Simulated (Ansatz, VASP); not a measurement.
One calculation of PbSe, two programs

```
CELL_PARAMETERS angstrom
3.78432 0.00000 -0.11353
0.00000 3.78432 0.00000
-0.11353 0.00000 3.78432
ATOMIC_POSITIONS crystal
Pb 0.00000 0.00000 0.00000
Se 0.50000 0.50000 0.50000
```

Change from the starting cell: strain -0.0600 x Voigt [0, 0, 0, 0, 1, 0], atoms carried along.

Alike in both runs: task single point; functional PBE; dispersion D3(BJ); k mesh 12 × 12 × 12; occupations gaussian, width 0.15 eV; no spin polarisation.

|  | VASP | Ansatz |
| --- | --- | --- |
| version | VASP 6.6.1 | Ansatz 0.2.0 |
| potentials or method | VASP PAW PBE potentials, release 64 (Pb_d, Se), cutoff 520 eV | scalar-relativistic, plane waves, PAW |
| valence electrons in the cell | 20 | 30 |

|  | VASP | Ansatz | Ansatz less VASP |
| --- | --- | --- | --- |
| gap on the k mesh at the Fermi level (eV) | none | none | - |
| pressure (GPa) | -2.1 | -2.1 | +0.01 |
| traceless stress, the component that is largest in VASP (GPa) | 0.40 | 0.40 | -0.005 |

A gap of «none» marks a metal or a gap that the smearing closes. VASP's potentials hold 20 valence electrons a cell and Ansatz's 30, so a difference there can come from the potentials and not from the codes.

Neither program's run includes spin-orbit coupling.
